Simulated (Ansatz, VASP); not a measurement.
# ZnS: VASP beside Ansatz

File INCAR:

```
SYSTEM = ZnS
PREC = Accurate
ENCUT = 520
EDIFF = 1E-7
ISMEAR = 0
SIGMA = 0.05
LREAL = .False.
LASPH = .True.
NELM = 60
ALGO = Normal
ISIF = 2
LWAVE = .False.
LCHARG = .False.
GGA = PS
NBANDS = 46
```

The input KPOINTS:

```
Automatic mesh
0
Gamma
  12 12 4
  0 0 0
```

The input POSCAR:

```
ZnS
1.0
    3.7846846186      0.0000000000      0.0000000000
   -1.8923423093      3.2776330250      0.0000000000
    0.0000000000      0.0000000000     12.3926922670
Zn S
4 4
Direct
    0.0000000000      0.0000000000      0.0102289057
    0.0000000000      0.0000000000      0.5102289057
    0.3333333333      0.6666666667      0.2601543616
    0.6666666667      0.3333333333      0.7601543616
    0.0000000000      0.0000000000      0.1872166306
    0.0000000000      0.0000000000      0.6872166306
    0.3333333333      0.6666666667      0.4375732810
    0.6666666667      0.3333333333      0.9375732810
```

Input for Ansatz:

```yaml
crystal:
  lattice:
    - [3.7846846186, 0.0, 0.0]
    - [-1.8923423093, 3.277633025, 0.0]
    - [0.0, 0.0, 12.392692267]
  atoms:
    - { symbol: Zn, position: [0.0, 0.0, 0.0102289057] }
    - { symbol: Zn, position: [0.0, 0.0, 0.5102289057] }
    - { symbol: Zn, position: [0.3333333333, 0.6666666667, 0.2601543616] }
    - { symbol: Zn, position: [0.6666666667, 0.3333333333, 0.7601543616] }
    - { symbol: S, position: [0.0, 0.0, 0.1872166306] }
    - { symbol: S, position: [0.0, 0.0, 0.6872166306] }
    - { symbol: S, position: [0.3333333333, 0.6666666667, 0.437573281] }
    - { symbol: S, position: [0.6666666667, 0.3333333333, 0.937573281] }
basis:
  ecutwfc: 420
kpoints:
  mp_grid: { grid: [12, 12, 4] }
hamiltonian:
  xc: pbesol
scf:
  occupations: { method: gaussian, width: 0.05 }
output:
  forces: true
  stress: true
  eigenvalues: true
```

Change from the starting cell: all Zn atoms moved +0.125 Å, as atom 1 along Cartesian [0 0 1].

Alike in both runs: task single point; functional PBEsol; k mesh 12 × 12 × 4; occupations gaussian, width 0.05 eV; no spin polarisation.

```csv
,VASP,Ansatz
version,VASP 6.6.1,Ansatz 0.2.0
potentials or method,"VASP PAW PBE potentials, release 64 (Zn, S), cutoff 520 eV","scalar-relativistic, plane waves, PAW"
valence electrons in the cell,72,72
```

VASP gave:

- gap on the k mesh at the Fermi level (eV): 2.07
- least direct gap on the mesh (eV): 2.07
- pressure (GPa): 0.8
- traceless stress, the component that is largest in VASP (GPa): 4.82
- rms of the force components (eV/Å): 0.591

Q: Estimate Ansatz's values.

A: gap on the k mesh at the Fermi level (eV): 2.06; least direct gap on the mesh (eV): 2.06; pressure (GPa): 0.6; traceless stress, the component that is largest in VASP (GPa): 4.78; rms of the force components (eV/Å): 0.588.

VASP's potentials were made for PBE, not for PBEsol. Atom by atom the forces differ by 0.002 eV/Å (rms over components). The functional is the same, so the differences come from potentials, cutoffs and numerics.
